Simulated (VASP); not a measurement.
ZnSe:

```
Zn Se
1.0
     0.00000    2.83380    2.83380
     2.83380    0.00000    2.83380
     2.83380    2.83380    0.00000
Zn Se
1 1
Direct
  0.00000 0.00000 0.00000
  0.75000 0.75000 0.75000
```

Base run:

```yaml
Program: VASP 6.6.1
Functional: PBEsol
Potentials_or_basis: VASP PAW PBE potentials, release 64 (Zn, Se)
Cutoff: 520 eV
k_mesh: 8 × 8 × 8
Occupations: fermi-dirac, width 0.03 eV
Spin: no spin polarisation
```

Its results: band gap on the k mesh 1.17 eV; pressure -0.9 GPa.

The run is repeated on the same cell with these changes: functional from PBEsol to r2SCAN. What comes out?

Band gap on the k mesh 1.87 eV; pressure 0.0 GPa.

Caveats: the PAW data sets were made with another functional, which shifts forces and pressure a little.

